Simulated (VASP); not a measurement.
A run of VASP 6.6.1 is set up as follows.

File INCAR:

```
SYSTEM = KCl
ALGO = Normal ; EDIFF = 1E-7
ENCUT = 520 ; GGA = PE
ISIF = 2 ; ISMEAR = -1
LASPH = .TRUE. ; LCHARG = .FALSE.
LREAL = .FALSE. ; LWAVE = .FALSE.
NBANDS = 15 ; NELM = 100
PREC = Accurate ; SIGMA = 0.02
```

KPOINTS

```
k-points
0
G
  7 7 7
  0 0 0
```

The input POSCAR:

```
KCl
1.0
    3.6340000000      0.0181700000      0.0181700000
    0.0181700000      3.6340000000      0.0181700000
    0.0181700000      0.0181700000      3.6340000000
K Cl
1 1
Direct
    0.0000000000      0.0000000000      0.0000000000
    0.5000000000      0.5000000000      0.5000000000
```

Potentials or basis: VASP PAW PBE potentials, release 64 (K_sv, Cl).

The run is started by

```bash
$ cat potpaw_PBE.64/K_sv/POTCAR potpaw_PBE.64/Cl/POTCAR > POTCAR
$ mpirun -np 1 vasp_std > vasp.out
```

Problem. Predict the pressure.

Solution. 4.5 GPa.

Problem. Predict the band gap on the k mesh.

Solution. 5.61 eV, indirect (least direct gap 5.80 eV).

Stress tensor (GPa, compression positive):
```
 4.54 -0.14 -0.14
-0.14  4.54 -0.14
-0.14 -0.14  4.54
```

Caveat: the cell differs from its parent crystal (equal xy, yz and zx shear strains of +1 %). A k mesh can miss the band edges.
